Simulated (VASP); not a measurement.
# Rh (P6_3/mmc) in VASP: single point with r2SCAN

Aim: the single point of Rh with r2SCAN.

All numbers are computed with VASP 6.6.1; they aren't measurements. Logs are shortened: lines on timing, memory, paths and dates and some standing lists are left out, and cuts for length are marked.

## 1. The cell of the first run

Symmetry: P6_3/mmc, No. 194, hexagonal system. The conventional cell has a = 2.544 Å, b = 2.544 Å, c = 4.911 Å, α = 90.00°, β = 90.00°, γ = 120.00°. Within 3.4 Å of Rh (site symmetry -6m2) lie 12 Rh at 2.54 to 2.86 Å.

This isn't the form of Rh at room conditions, which is fcc.

## 2. Single point, r2SCAN

Input file POSCAR:

```
Rh
1.0
    2.5442256442      0.0000000000      0.0000000000
   -1.2721128221      2.2033640408      0.0000000000
    0.0000000000      0.0000000000      4.9106465770
Rh
2
Direct
    0.6666666667      0.3333333333      0.7500000000
    0.3333333333      0.6666666667      0.2500000000
```

Input file INCAR.step1:

```
SYSTEM = Rh
  ALGO = Normal
  EDIFF = 1E-4
  ENCUT = 520
  GGA = PE
  ISMEAR = 0
  LASPH = .True.
  LCHARG = .False.
  LREAL = .False.
  LWAVE = .True.
  NBANDS = 22
  NELM = 80
  PREC = Accurate
  SIGMA = 0.15
```

Input file INCAR.step2:

```
SYSTEM = Rh
  ALGO = Normal
  EDIFF = 1E-6
  ENCUT = 520
  ISIF = 2
  ISMEAR = 0
  ISTART = 1
  LASPH = .True.
  LCHARG = .False.
  LMIXTAU = .True.
  LREAL = .False.
  LWAVE = .False.
  METAGGA = R2SCAN
  NBANDS = 22
  NELM = 80
  PREC = Accurate
  SIGMA = 0.15
```

Input file KPOINTS:

```
k-points
0
Gamma
  30 30 16
  0 0 0
```

Potentials or basis: VASP PAW PBE potentials, release 64 (Rh_pv).

The run is started by

```bash
$ cat potpaw_PBE.64/Rh_pv/POTCAR > POTCAR
$ cp INCAR.step1 INCAR
$ mpirun -np 1 vasp_std > vasp.out
$ cp INCAR.step2 INCAR
$ mpirun -np 1 vasp_std > vasp.out
```

OUTCAR:

```text
SYSTEM = Rh
   EDIFF = 1E-6
   ENCUT = 520
   ISIF = 2
   ISMEAR = 0
   ISTART = 1
   LASPH = .True.
   LREAL = .False.
   METAGGA = R2SCAN
   NELM = 80
   PREC = Accurate

 ion  position               nearest neighbor table
   1  0.667  0.333  0.750-   2 2.86   2 2.86   2 2.86   2 2.86   2 2.86   2 2.86
   2  0.333  0.667  0.250-   1 2.86   1 2.86   1 2.86   1 2.86   1 2.86   1 2.86

  LATTYP: Found a hexagonal cell.
 ALAT       =     2.5442256442
 C/A-ratio  =     1.9301144095

  Lattice vectors:

 A1 = (   2.5442256442,   0.0000000000,   0.0000000000)
 A2 = (  -1.2721128221,   2.2033640408,   0.0000000000)
 A3 = (   0.0000000000,   0.0000000000,   4.9106465770)

Analysis of symmetry for initial positions (statically):
=====================================================================
 Subroutine PRICEL returns:
 Original cell was already a primitive cell.

 Routine SETGRP: Setting up the symmetry group for a
 hexagonal supercell.

 Subroutine GETGRP returns: Found 24 space group operations
 (whereof 12 operations were pure point group operations)
 out of a pool of 24 trial point group operations.

The static configuration has the point symmetry D_3d.
 The point group associated with its full space group is D_6h.

Analysis of symmetry for dynamics (positions and initial velocities):
=====================================================================
 Subroutine PRICEL returns:
 Original cell was already a primitive cell.

 Routine SETGRP: Setting up the symmetry group for a
 hexagonal supercell.

 Subroutine GETGRP returns: Found 24 space group operations
 (whereof 12 operations were pure point group operations)
 out of a pool of 24 trial point group operations.

The dynamic configuration has the point symmetry D_3d.
 The point group associated with its full space group is D_6h.

 Subroutine INISYM returns: Found 24 space group operations
 (whereof 12 operations are pure point group operations),
 and found     1 'primitive' translations

----------------------------------------------------------------------------------------

                                     Primitive cell

  volume of cell :      27.5284

  direct lattice vectors                    reciprocal lattice vectors
     2.544225644  0.000000000  0.000000000     0.393046899  0.226925733  0.000000000
    -1.272112822  2.203364041  0.000000000     0.000000000  0.453851466  0.000000000
     0.000000000  0.000000000  4.910646577     0.000000000  0.000000000  0.203639171

  length of vectors
     2.544225644  2.544225644  4.910646577     0.453851466  0.453851466  0.203639171

  position of ions in fractional coordinates (direct lattice)
     0.666666667  0.333333333  0.750000000
     0.333333333  0.666666667  0.250000000

  ion indices of the primitive-cell ions
   primitive index   ion index
                 1           1
                 2           2

----------------------------------------------------------------------------------------

 KPOINTS: k-points

Automatic generation of k-mesh.
 Grid dimensions read from file:
 generate k-points for:   30   30   16

 Generating k-lattice:

  Cartesian coordinates                     Fractional coordinates (reciprocal lattice)
     0.013101563  0.007564191  0.000000000     0.033333333  0.000000000  0.000000000
     0.000000000  0.015128382  0.000000000     0.000000000  0.033333333  0.000000000
     0.000000000  0.000000000  0.012727448     0.000000000  0.000000000  0.062500000

  Length of vectors
     0.015128382  0.015128382  0.012727448

  Shift w.r.t. Gamma in fractional coordinates (k-lattice)
     0.000000000  0.000000000  0.000000000

 Subroutine IBZKPT returns following result:
 ===========================================

 Found    819 irreducible k-points:

 Following reciprocal coordinates:
            Coordinates               Weight
  0.000000  0.000000  0.000000      1.000000
  0.033333  0.000000  0.000000      6.000000
  0.066667  0.000000  0.000000      6.000000
  0.100000 -0.000000  0.000000      6.000000
  0.133333 -0.000000  0.000000      6.000000
  0.166667  0.000000  0.000000      6.000000
[... 16 lines left out ...]
  0.233333  0.033333  0.000000     12.000000
  0.266667  0.033333  0.000000     12.000000
 [... further k-points ...]
   k-points           NKPTS =    819   k-points in BZ     NKDIM =    819   number of bands    NBANDS=     22
   number of dos      NEDOS =    301   number of ions     NIONS =      2
   total plane-waves  NPLWV =  16000
   dimension x,y,z NGX =    20 NGY =   20 NGZ =   40
   dimension x,y,z NGXF=    40 NGYF=   40 NGZF=   80
   ions per type =               2
   NGX,Y,Z   is equivalent  to a cutoff of  13.07, 13.07, 13.54 a.u.
   NGXF,Y,Z  is equivalent  to a cutoff of  26.14, 26.14, 27.08 a.u.
 SYSTEM =  Rh
   PREC   = accura    normal or accurate (medium, high low for compatibility)
   ISTART =      1    job   : 0-new  1-cont  2-samecut
   ICHARG =      0    charge: 1-file 2-atom 10-const
   ISPIN  =      1    spin polarized calculation?
   LNONCOLLINEAR =      F non collinear calculations
   LSORBIT =      F    spin-orbit coupling
   LASPH  =      T    aspherical Exc in radial PAW
   ENCUT  =  520.0 eV  38.22 Ry    6.18 a.u.   4.73  4.73  9.13*2*pi/ulx,y,z
   NELM   =     80;   NELMIN=  2; NELMDL=  0     # of ELM steps
   EDIFF  = 0.1E-05   stopping-criterion for ELM
   LREAL  =      F    real-space projection
   EDIFFG = 0.1E-04   stopping-criterion for IOM
   NSW    =      0    number of steps for IOM
   IBRION =     -1    ionic relax: 0-MD 1-quasi-New 2-CG
   NFREE  =      0    steps in history (QN), initial steepest desc. (CG)
   ISIF   =      2    stress and relaxation
   ISYM   =      2    0-nonsym 1-usesym 2-fastsym
   POTIM  = 0.5000    time-step for ionic-motion
   TEBEG  =    0.0;   TEEND  =   0.0 temperature during run
   PSTRESS=    0.0 pullay stress
   NELECT =      30.0000    total number of electrons
   NUPDOWN=      -1.0000    fix difference up-down
   EMIN   =  10.00;   EMAX   =-10.00  energy-range for DOS
   EFERMI =   0.00;   METHOD = LEGACY
   ISMEAR =     0;   SIGMA  =   0.15  broadening in eV -4-tet -1-fermi 0-gaus
   EFERMI_NEDOS =   21; number of points for ismear=-14 and -15
   IALGO  =     38    algorithm
   IMIX   =      4    mixing-type and parameters
     AMIX     =   0.40;   BMIX     =  1.00
     AMIX_MAG =   1.60;   BMIX_MAG =  1.00
  volume/ion in A,a.u.               =      13.76        92.89
  Fermi-wavevector in a.u.,A,eV,Ry     =   1.684697  3.183615 38.616096  2.838203
  Thomas-Fermi vector in A             =   2.767673
   LORBIT       =      0    0 simple, 1 ext, 2 COOP (PROOUT), +10 PAW based schemes
   METAGGA = R2SCAN    functional components
   LHFCALC =     F    Hartree Fock is set to
   AEXX    =    0.0000 exact exchange contribution
   IVDW    =     0    specifies the selected vdW correction
   LEPSILON=     F    determine dielectric tensor
   LRPA    =     F    only Hartree local field effects (RPA)
 non-spin polarized calculation
 Gauss-broadening in eV      SIGMA  =   0.15
  energy-cutoff  :      520.00
  volume of cell :       27.53
 maximum number of plane-waves:       762
 NGX is ok and might be reduce to    20
   NGX =  9   NGY =  9   NGZ = 19

 number of electron      29.9999999 magnetization

 Free energy of the ion-electron system (eV)
  ---------------------------------------------------
  ext. energy  EPLUGINS =         0.00000000
  ---------------------------------------------------
  free energy    TOTEN  =       -47.66205196 eV

  energy without entropy =      -47.63000239  energy(sigma->0) =      -47.64602717

 E-fermi :  11.6813     XC(G=0): -15.1363

 val. band max:       11.6806990665   @ k =   0.3667   0.1000   0.1250
 cond. band min:      11.6813439186   @ k =   0.3667   0.1000   0.0000
 fundamental gap:      0.0006448521
 Fermi energy:        11.6812986947

 k-point     1 :       0.0000    0.0000    0.0000
  band No.  band energies     occupation
      1     -36.5383      2.00000
      2     -36.0669      2.00000
      3     -35.9972      2.00000
      4     -35.9972      2.00000
      5     -35.9598      2.00000
      6     -35.9598      2.00000
[... 14 lines left out ...]
     21      29.2896      0.00000
     22      29.2912      0.00000

 k-point     2 :       0.0333    0.0000    0.0000
  band No.  band energies     occupation
      1     -36.5355      2.00000
      2     -36.0664      2.00000
      3     -36.0089      2.00000
      4     -36.0002      2.00000
      5     -35.9715      2.00000
      6     -35.9622      2.00000
[... 14 lines left out ...]
     21      29.2892      0.00000
     22      29.2954      0.00000

 k-point     3 :       0.0667    0.0000    0.0000
  band No.  band energies     occupation
      1     -36.5272      2.00000
      2     -36.0651      2.00000
      3     -36.0434      2.00000
      4     -36.0089      2.00000
      5     -36.0063      2.00000
      6     -35.9695      2.00000
[... 14 lines left out ...]
     21      29.2890      0.00000
     22      29.2902      0.00000

 k-point     4 :       0.1000   -0.0000    0.0000
  band No.  band energies     occupation
      1     -36.5137      2.00000
      2     -36.0990      2.00000
      3     -36.0630      2.00000
      4     -36.0621      2.00000
      5     -36.0230      2.00000
      6     -35.9813      2.00000
[... 14 lines left out ...]
     21      29.2890      0.00000
     22      29.2891      0.00000

 k-point     5 :       0.1333   -0.0000    0.0000
  band No.  band energies     occupation
      1     -36.4953      2.00000
      2     -36.1731      2.00000
      3     -36.1363      2.00000
      4     -36.0605      2.00000
      5     -36.0416      2.00000
      6     -35.9971      2.00000
[... 417 lines left out ...]
 k-point    22 :       0.2000    0.0333    0.0000
  band No.  band energies     occupation
      1     -36.4307      2.00000
      2     -36.4181      2.00000
      3     -36.3811      2.00000
      4     -36.1056      2.00000
      5     -36.0544      2.00000
      6     -36.0544      2.00000
[... 14 lines left out ...]
     21      29.2893      0.00000
     22      29.2923      0.00000

 k-point    23 :       0.2333    0.0333    0.0000
  band No.  band energies     occupation
      1     -36.5250      2.00000
      2     -36.4857      2.00000
      3     -36.4008      2.00000
      4     -36.1334      2.00000
      5     -36.0786      2.00000
      6     -36.0531      2.00000
[... 14 lines left out ...]
     21      29.2899      0.00000
     22      29.7265      0.00000

 k-point    24 :       0.2667    0.0333    0.0000
  band No.  band energies     occupation
      1     -36.6312      2.00000
      2     -36.5891      2.00000
      3     -36.3697      2.00000
      4     -36.1609      2.00000
      5     -36.1028      2.00000
      6     -36.0531      2.00000
[... 14 lines left out ...]
     21      29.2062      0.00000
     22      29.2896      0.00000

 [... further k-points ...]

------------------------ aborting loop because EDIFF is reached ----------------------------------------

  FORCE on cell =-STRESS in cart. coord.  units (eV):
  Direction    XX          YY          ZZ          XY          YZ          ZX
  --------------------------------------------------------------------------------------
  -------------------------------------------------------------------------------------
  Total        5.2155990      5.2155990     -4.3816209     -0.0000000      0.0000000      0.0000000
  in kB      303.5527800    303.5527800   -255.0144656     -0.0000000      0.0000000      0.0000000
  external PRESSURE =     117.3636981 kB  Pullay stress =       0.0000000 kB

 VOLUME and BASIS-vectors are now :
 -----------------------------------------------------------------------------
  energy-cutoff  :      520.00
  volume of cell :       27.53
      direct lattice vectors                 reciprocal lattice vectors
     2.544225644  0.000000000  0.000000000     0.393046899  0.226925733  0.000000000
    -1.272112822  2.203364041  0.000000000     0.000000000  0.453851466  0.000000000
     0.000000000  0.000000000  4.910646577     0.000000000  0.000000000  0.203639171

 POSITION                                       TOTAL-FORCE (eV/Angst)
 -----------------------------------------------------------------------------------
      1.27211      0.73445      3.68298        -0.000000      0.000000      0.000000
     -0.00000      1.46891      1.22766         0.000000      0.000000      0.000000
 -----------------------------------------------------------------------------------
    total drift:                               -0.000000      0.000000     -0.000000

  FREE ENERGIE OF THE ION-ELECTRON SYSTEM (eV)
  ---------------------------------------------------
  free  energy   TOTEN  =       -47.6620519573 eV

  energy  without entropy=      -47.6300023875  energy(sigma->0) =      -47.64602717
```

It took 13 min on 1 thread of Intel Xeon 6975P-C (Granite Rapids), shared host; peak memory 0.46 GiB.

What came out:

```
Free energy            : -47.6621 eV
Pressure               : 11.7 GPa
Band gap on the k mesh : zero (bands 15 and 16 overlap by 2.82 eV)
```

Stress tensor (GPa, compression positive):
```
 30.36   0.00   0.00
  0.00  30.36   0.00
  0.00   0.00 -25.50
```

Caveat: the cell stands under pressure; the PAW data sets were made with another functional, which shifts forces and pressure a little.
